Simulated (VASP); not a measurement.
Wanted: the native input for a VASP 6.6.1 run.

```
Task                   : single point
Functional             : r2SCAN
Potentials or basis    : VASP PAW PBE potentials, release 64 (Ba_sv, O)
Cutoff                 : 660 eV
k mesh                 : 8 × 8 × 8
Occupations            : gaussian, width 0.02 eV
Spin                   : no spin polarisation
Dipole correction      : no
Further INCAR settings : ALGO = Normal; EDIFF = 1e-06; NBANDS = 15
```

The system is BaO (scanat).

```
CELL_PARAMETERS angstrom
0.00000 2.74505 2.74505
2.74505 0.00000 2.74505
2.74505 2.74505 0.00000
ATOMIC_POSITIONS crystal
Ba 0.00000 0.00000 0.00000
O 0.50000 0.50000 0.50000
```

The input as run:

POSCAR

```
BaO
1.0
    0.0000000000      2.7450539707      2.7450539707
    2.7450539707      0.0000000000      2.7450539707
    2.7450539707      2.7450539707      0.0000000000
Ba O
1 1
Direct
    0.0000000000      0.0000000000      0.0000000000
    0.5000000000      0.5000000000      0.5000000000
```

INCAR.step1

```
ALGO = Normal ; EDIFF = 1E-5
ENCUT = 660 ; GGA = PE
GGA_COMPAT = False ; ISMEAR = 0
LASPH = True ; LCHARG = False
LREAL = False ; LWAVE = True
NBANDS = 15 ; NELM = 120
PREC = Accurate ; SIGMA = 0.02
```

INCAR.step2

```
ALGO = Normal ; EDIFF = 1E-6
ENCUT = 660 ; GGA_COMPAT = False
ISIF = 2 ; ISMEAR = 0
ISTART = 1 ; LASPH = True
LCHARG = False ; LMIXTAU = True
LREAL = False ; LWAVE = False
METAGGA = R2SCAN ; NBANDS = 15
NELM = 120 ; PREC = Accurate
SIGMA = 0.02
```

KPOINTS

```
k-points
0
Gamma
  8 8 8
```

Potentials or basis: VASP PAW PBE potentials, release 64 (Ba_sv, O).

Command:

```console
$ cat potpaw_PBE.64/Ba_sv/POTCAR potpaw_PBE.64/O/POTCAR > POTCAR
$ cp INCAR.step1 INCAR
$ mpirun -np 1 vasp_std > vasp.out
$ cp INCAR.step2 INCAR
$ mpirun -np 1 vasp_std > vasp.out
```

Results of the run:

* Pressure: 4.2 GPa
* Band gap on the k mesh: 2.21 eV, direct

Caveat: the PAW data sets were made with another functional, which shifts forces and pressure a little; spin-orbit coupling is left out, which moves the levels of the heavy elements.

Wall time 46 s on 1 thread of Intel(R) Xeon(R) 6975P-C (Granite Rapids), on a shared host, peak memory 0.22 GiB.
